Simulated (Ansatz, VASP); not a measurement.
**SrO in VASP and in Ansatz**

The input INCAR:

```
PREC = Accurate ; ENCUT = 600
EDIFF = 1E-7 ; ISMEAR = -1
SIGMA = 0.02 ; LREAL = F
LASPH = T ; NELM = 80
ALGO = Normal ; ISIF = 3
LWAVE = F ; LCHARG = F
GGA = PS ; IBRION = 2
NSW = 80 ; EDIFFG = -0.01
```

File KPOINTS:

```
Automatic mesh
0
Gamma
  10 10 10
```

POSCAR

```
SrO
1.0
    0.0000000000      2.5663000000      2.5663000000
    2.5663000000      0.0000000000      2.5663000000
    2.5663000000      2.5663000000      0.0000000000
Sr O
1 1
Direct
    0.5000000000      0.5000000000      0.5000000000
    0.0000000000      0.0000000000      0.0000000000
```

Input for Ansatz:

```yaml
crystal:
  lattice:
    - [0.0, 2.5663, 2.5663]
    - [2.5663, 0.0, 2.5663]
    - [2.5663, 2.5663, 0.0]
  atoms:
    - { symbol: Sr, position: [0.5, 0.5, 0.5] }
    - { symbol: O, position: [0.0, 0.0, 0.0] }
  symmetry: { tolerance: 0.0003 }
hamiltonian:
  xc: pbesol
  pseudopotentials: { kind: paw, azcp: { folder: soft_1 } }
basis:
  ecutwfc: 420
magnetization:
  spin_polarized: false
scf:
  occupations: { method: fermi_dirac, width: 0.02 }
kpoints:
  mp_grid: { grid: [10, 10, 10], shift: [0, 0, 0] }
output:
  forces: true
  stress: true
  eigenvalues: true
relax:
  max_steps: 60
  cell: {}
```

Alike in both runs: task relaxation of cell and atoms; functional PBEsol; k mesh 10 × 10 × 10; occupations fermi-dirac, width 0.02 eV; no spin polarisation.

```csv
,VASP,Ansatz
version,VASP 6.6.1,Ansatz 0.2.0
potentials or method,"VASP PAW PBE potentials, release 64 (Sr_sv, O), cutoff 600 eV",PAW plane waves
valence electrons in the cell,16,16
```

VASP gave:

| Item | Value |
| --- | --- |
| gap on the k mesh at the Fermi level, each at its own relaxed structure (eV) | 3.15 |
| relaxed volume (Å³/atom) | 16.90 |
| relaxed cell length with the largest relative difference (Å) | 3.629 |

What did Ansatz give for the same quantities?

gap on the k mesh at the Fermi level, each at its own relaxed structure (eV): 3.20; relaxed volume (Å³/atom): 16.81; relaxed cell length with the largest relative difference (Å): 3.623.

VASP's potentials were made for PBE, not for PBEsol, and Ansatz warns of the same on its side.

Noted on VASP's run: the relaxation stopped at its first step, so nothing moved.
